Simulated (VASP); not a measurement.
The system is Lu4ZrO.

```
CELL_PARAMETERS angstrom
2.81905 -4.74581 0.00000
2.81905 4.74581 0.00000
0.00000 0.00000 4.45807
ATOMIC_POSITIONS crystal
Lu 0.16640 0.83360 0.00000
Lu 0.83360 0.16640 0.00000
Lu 0.00000 0.50000 0.50000
Lu 0.50000 0.00000 0.50000
Zr 0.50000 0.50000 0.00000
O 0.00000 0.00000 0.50000
```

The cell was generated, and may not be a known phase.

| Quantity | Value |
| --- | --- |
| Program | VASP 6.6.1 |
| Task | relaxation of cell and atoms |
| Functional | PBE |
| Potentials or basis | VASP PAW PBE potentials, release 64 (Lu, Zr_sv, O) |
| Cutoff | 600 eV |
| k mesh | 4 × 4 × 4 |
| Occupations | gaussian, width 0.1 eV |
| Spin | no spin polarisation |

At the start: pressure 17.1 GPa; volume 19.88 Å³/atom.

Question: Where does the relaxation end?

Answer: Over 14 steps the energy falls by 761.1 meV/atom and the volume is 23.61 Å³/atom (+18.8 %); space group Cmmm (No. 65, to 0.1 Å) before and after.

Step by step:
```
step  energy change (eV)  largest force (eV/Å)  pressure (GPa)  volume (Å³)
   1              0.0000                2.0346           17.14       119.29
   2             -3.4962                0.5568           -4.87       157.86
   3             -3.4956                0.5248           -4.75       157.31
   4             -4.3341                1.1504           -2.07       146.45
   5             -4.3718                1.3614           -1.16       144.16
   6             -4.5222                0.0702            0.85       139.42
   7             -4.5226                0.1405            1.01       139.16
   8             -4.5598                0.1405            0.22       141.36
   9             -4.5622                0.1443           -0.38       143.13
  10             -4.5643                0.1429           -0.28       142.50
  11             -4.5643                0.1426           -0.34       142.41
  12             -4.5632                0.1418           -0.07       141.88
  13             -4.5643                0.1429           -0.21       142.34
  14             -4.5665                0.0108            0.00       141.65
```

Final structure:
```cif
data_structure
_symmetry_space_group_name_H-M 'P 1'
_symmetry_Int_Tables_number 1
_cell_length_a 5.0841
_cell_length_b 5.0841
_cell_length_c 5.6299
_cell_angle_alpha 90.000
_cell_angle_beta 90.000
_cell_angle_gamma 103.239
_cell_volume 141.65
loop_
_atom_site_label
_atom_site_type_symbol
_atom_site_fract_x
_atom_site_fract_y
_atom_site_fract_z
_atom_site_occupancy
Lu1 Lu 0.16683 0.83317 0.00000 1
Lu2 Lu 0.83317 0.16683 0.00000 1
Lu3 Lu 0.00000 0.50000 0.50000 1
Lu4 Lu 0.50000 0.00000 0.50000 1
Zr1 Zr 0.50000 0.50000 0.00000 1
O1 O 0.00000 0.00000 0.50000 1
```

Caveat: the volume moved by over 15 % at a fixed basis, so the end points are rough.
